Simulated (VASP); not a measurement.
The system is RbCl.

```xyz
2
Lattice="0.0000 3.3057 3.3057 3.3057 0.0000 3.3057 3.3057 3.3057 0.0000" Properties=species:S:1:pos:R:3 pbc="T T T"
Rb    0.0000    0.0000    0.0000
Cl    3.3057    3.3057    3.3057
```

Base run:

* Program: VASP 6.6.1
* Functional: PBE0
* Potentials or basis: VASP PAW PBE potentials, release 64 (Rb_sv, Cl)
* Cutoff: 400 eV
* k mesh: 4 × 4 × 4
* Occupations: gaussian, width 0.01 eV
* Spin: no spin polarisation

Its results: band gap on the k mesh 7.00 eV; pressure 0.3 GPa.

The run is repeated on the same cell with these changes: functional from PBE0 to PBE; cutoff from 400 eV to 500 eV. What comes out?

Band gap on the k mesh 4.95 eV; pressure 0.6 GPa.

Caveats: the PAW data sets were made with another functional, which shifts forces and pressure a little (at least some runs).

